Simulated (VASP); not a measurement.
Runs of VASP 6.6.1 on HfN. The structure is that of space group Fm-3m (No. 225), or close to it. The cells are those of the table. 

| level | cell | pressure (GPa) | moment (μB) |
| --- | --- | --- | --- |
| PBE | a = 3.214 Å, angles 60.0°, 2 atoms | -1.8 | 0.00 |
| PBE | a = 3.171 Å, angles 60.0°, 2 atoms | 9.9 | 0.00 |
| PBEsol | a = 3.214 Å, angles 60.0°, 2 atoms | (a) | 0.00 |
| PBE+D3(BJ) | a = 3.214 Å, angles 60.0°, 2 atoms | -7.2 | 0.00 |

Alike in all rows: task single point; potentials or basis VASP PAW PBE potentials, release 64 (Hf_pv, N); spin non-collinear, zero start, SOC; k mesh 12 × 12 × 12; cutoff (eV) 520; smearing gaussian 0.05 eV.

Problem. Estimate the missing entries.

Solution. (a) -9.8.

Caveats: the cell stands under tension (at least some runs); the cell stands under pressure (at least some runs); the PAW data sets were made with another functional, which shifts forces and pressure a little (at least some runs).
